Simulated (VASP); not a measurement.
# Fe (P6_3/mmc) in VASP: further runs

The runs below take Fe through single point, with PBE, LDA, RPBE+D3(BJ).

All numbers are computed with VASP 6.6.1; they aren't measurements. Logs are shortened: lines on timing, memory, paths and dates and some standing lists are left out, and cuts for length are marked.

## Step 1: The cell of the first run

Symmetry: P6_3/mmc, No. 194, hexagonal system. Conventional cell: a = 2.434 Å, b = 2.434 Å, c = 3.842 Å, α = 90.00°, β = 90.00°, γ = 120.00°. Fe (site symmetry -6m2) has 12 Fe at 2.38 to 2.43 Å within 3.1 Å.

This isn't the form of Fe at room conditions, which is bcc.

## Step 2: Single point, PBE, collinear spin, ferromagnetic start

File INCAR:

```
  ALGO = Normal
  EDIFF = 1E-6
  ENCUT = 690
  GGA = PE
  GGA_COMPAT = F
  ISIF = 2
  ISMEAR = -1
  ISPIN = 2
  LASPH = T
  LCHARG = F
  LMAXMIX = 4
  LORBIT = 11
  LREAL = F
  LWAVE = F
  MAGMOM = 3.75 3.75
  NBANDS = 27
  NELM = 200
  NUPDOWN = 7.5
  PREC = Accurate
  SIGMA = 0.05
```

File KPOINTS:

```
k-points
0
Gamma
  10 10 6
```

File POSCAR:

```
Fe
1.0
    2.4341575853      0.0000000000      0.0000000000
   -1.2170787927      2.1080423057      0.0000000000
    0.0000000000      0.0000000000      3.8419344700
Fe
2
Direct
    0.6666666667      0.3333333333      0.7500000000
    0.3333333333      0.6666666667      0.2500000000
```

Potentials or basis: VASP PAW PBE potentials, release 64 (Fe_sv).

The run is started by

```console
cat potpaw_PBE.64/Fe_sv/POTCAR > POTCAR
mpirun -np 1 vasp_std > vasp.out
```

OUTCAR:

```text
EDIFF = 1E-6
   ENCUT = 690
   GGA = PE
   ISIF = 2
   ISMEAR = -1
   ISPIN = 2
   LASPH = T
   LORBIT = 11
   LREAL = F
   NELM = 200
   NUPDOWN = 7.5
   PREC = Accurate

 ion  position               nearest neighbor table
   1  0.667  0.333  0.750-   2 2.38   2 2.38   2 2.38   2 2.38   2 2.38   2 2.38
   2  0.333  0.667  0.250-   1 2.38   1 2.38   1 2.38   1 2.38   1 2.38   1 2.38

  LATTYP: Found a hexagonal cell.
 ALAT       =     2.4341575853
 C/A-ratio  =     1.5783425417

  Lattice vectors:

 A1 = (   2.4341575853,   0.0000000000,   0.0000000000)
 A2 = (  -1.2170787927,   2.1080423057,   0.0000000000)
 A3 = (   0.0000000000,   0.0000000000,   3.8419344700)

Analysis of symmetry for initial positions (statically):
=====================================================================
 Subroutine PRICEL returns:
 Original cell was already a primitive cell.

 Routine SETGRP: Setting up the symmetry group for a
 hexagonal supercell.

 Subroutine GETGRP returns: Found 24 space group operations
 (whereof 12 operations were pure point group operations)
 out of a pool of 24 trial point group operations.

The static configuration has the point symmetry D_3d.
 The point group associated with its full space group is D_6h.

Analysis of symmetry for dynamics (positions and initial velocities):
=====================================================================
 Subroutine PRICEL returns:
 Original cell was already a primitive cell.

 Routine SETGRP: Setting up the symmetry group for a
 hexagonal supercell.

 Subroutine GETGRP returns: Found 24 space group operations
 (whereof 12 operations were pure point group operations)
 out of a pool of 24 trial point group operations.

The dynamic configuration has the point symmetry D_3d.
 The point group associated with its full space group is D_6h.

Analysis of structural, dynamic, and magnetic symmetry:
=====================================================================
 Subroutine PRICEL returns:
 Original cell was already a primitive cell.

 Routine SETGRP: Setting up the symmetry group for a
 hexagonal supercell.

 Subroutine GETGRP returns: Found 24 space group operations
 (whereof 12 operations were pure point group operations)
 out of a pool of 24 trial point group operations.

The overall configuration has the point symmetry D_3d.
 The point group associated with its full space group is D_6h.

[... 115 lines left out ...]
   IALGO  =     38    algorithm
   IMIX   =      4    mixing-type and parameters
     AMIX     =   0.40;   BMIX     =  1.00
     AMIX_MAG =   1.60;   BMIX_MAG =  1.00
  volume/ion in A,a.u.               =       9.86        66.52
  Fermi-wavevector in a.u.,A,eV,Ry     =   1.923972  3.635781 50.364275  3.701670
  Thomas-Fermi vector in A             =   2.957694
   LORBIT       =     11    0 simple, 1 ext, 2 COOP (PROOUT), +10 PAW based schemes
   GGA     = PE    functional components
   LHFCALC =     F    Hartree Fock is set to
   AEXX    =    0.0000 exact exchange contribution
   IVDW    =     0    specifies the selected vdW correction
   LEPSILON=     F    determine dielectric tensor
   LRPA    =     F    only Hartree local field effects (RPA)
 spin polarized calculation
  energy-cutoff  :      690.00
  volume of cell :       19.71
 maximum number of plane-waves:       820
 NGX is ok and might be reduce to    24
   NGX = 11   NGY = 11   NGZ = 17

 number of electron      31.9999990 magnetization       7.4999997

 Free energy of the ion-electron system (eV)
  ---------------------------------------------------
  ext. energy  EPLUGINS =         0.00000000
  ---------------------------------------------------
  free energy    TOTEN  =       -12.12591358 eV

  energy without entropy =      -12.11106485  energy(sigma->0) =      -12.11848922

 E-fermi :  14.2551     XC(G=0): -14.6034

 val. band max:       19.5684907977   @ k =   0.4000   0.1000   0.0000
 cond. band min:      14.2835647023   @ k =   0.4000   0.2000   0.0000
 fundamental gap:     -5.2849260954
 Fermi energy:        19.6974015952

 spin component 1

 k-point     1 :       0.0000    0.0000    0.0000
  band No.  band energies     occupation
      1     -74.2321      1.00000
      2     -74.0805      1.00000
      3     -40.5914      1.00000
      4     -39.9787      1.00000
      5     -39.9787      1.00000
      6     -39.8787      1.00000
[... 709 lines left out ...]
     26      34.5847      0.00000
     27      39.7571      0.00000

 [... further k-points ...]

 spin component 2

 k-point     1 :       0.0000    0.0000    0.0000
  band No.  band energies     occupation
      1     -70.3129      1.00000
      2     -70.1471      1.00000
      3     -36.7959      1.00000
      4     -36.1311      1.00000
      5     -36.1311      1.00000
      6     -36.0156      1.00000
[... 709 lines left out ...]
     26      36.2187      0.00000
     27      41.2696      0.00000

 [... further k-points ...]

------------------------ aborting loop because EDIFF is reached ----------------------------------------

  FORCE on cell =-STRESS in cart. coord.  units (eV):
  Direction    XX          YY          ZZ          XY          YZ          ZX
  --------------------------------------------------------------------------------------
  -------------------------------------------------------------------------------------
  Total       14.6392832     14.6392832     15.9330170     -0.0000000      0.0000000      0.0000000
  in kB     1189.7410040   1189.7410040   1294.8833215     -0.0000000      0.0000000      0.0000000
  external PRESSURE =    1224.7884432 kB  Pullay stress =       0.0000000 kB

 VOLUME and BASIS-vectors are now :
 -----------------------------------------------------------------------------
  energy-cutoff  :      690.00
  volume of cell :       19.71
      direct lattice vectors                 reciprocal lattice vectors
     2.434157585  0.000000000  0.000000000     0.410819746  0.237186891  0.000000000
    -1.217078793  2.108042306  0.000000000     0.000000000  0.474373781  0.000000000
     0.000000000  0.000000000  3.841934470     0.000000000  0.000000000  0.260285543

 POSITION                                       TOTAL-FORCE (eV/Angst)
 -----------------------------------------------------------------------------------
      1.21708      0.70268      2.88145        -0.000000      0.000000      0.000000
     -0.00000      1.40536      0.96048         0.000000     -0.000000      0.000000
 -----------------------------------------------------------------------------------
    total drift:                               -0.000000      0.000000     -0.000000

  FREE ENERGIE OF THE ION-ELECTRON SYSTEM (eV)
  ---------------------------------------------------
  free  energy   TOTEN  =       -12.1259135767 eV

  energy  without entropy=      -12.1110648536  energy(sigma->0) =      -12.11848922

 total charge

# of ion       s       p       d       tot
------------------------------------------
    1        2.240   6.104   5.453  13.796
    2        2.240   6.104   5.453  13.796
--------------------------------------------------
tot          4.479  12.207  10.906  27.592

 magnetization (x)

# of ion       s       p       d       tot
------------------------------------------
    1        0.028   0.070   3.217   3.316
    2        0.028   0.070   3.217   3.316
--------------------------------------------------
tot          0.056   0.141   6.435   6.632
```

stdout:

```text
POSCAR found type information on POSCAR Fe
 POSCAR found :  1 types and       2 ions
 scaLAPACK will be used
 LDA part: xc-table for (Slater+PW92), standard interpolation
 POSCAR, INCAR and KPOINTS ok, starting setup
 FFT: planning ... GRIDC
 FFT: planning ... GRID_SOFT
 FFT: planning ... GRID
 WAVECAR not read
 entering main loop
```

Run time: 40 s. Hardware: 1 thread of Intel Xeon Platinum 8488C (Sapphire Rapids), shared host; peak memory 0.2 GiB.

Results:

```yaml
Free_energy: -12.1259 eV
Pressure: 122.5 GPa
Net_moment: 7.50 μB per cell
Site_moments: Fe +3.32 μB
Valence_electrons_inside_the_program's_atomic_spheres: Fe 13.80
```

Stress tensor (GPa, compression positive):
```
118.97   0.00   0.00
  0.00 118.97   0.00
  0.00   0.00 129.49
```

Caveat: the stress differs along the axes, from 119 to 129 GPa; the total moment is fixed, so each spin has its own Fermi level and the state may be an excited one.

(Part 1 of 2 ends here.)
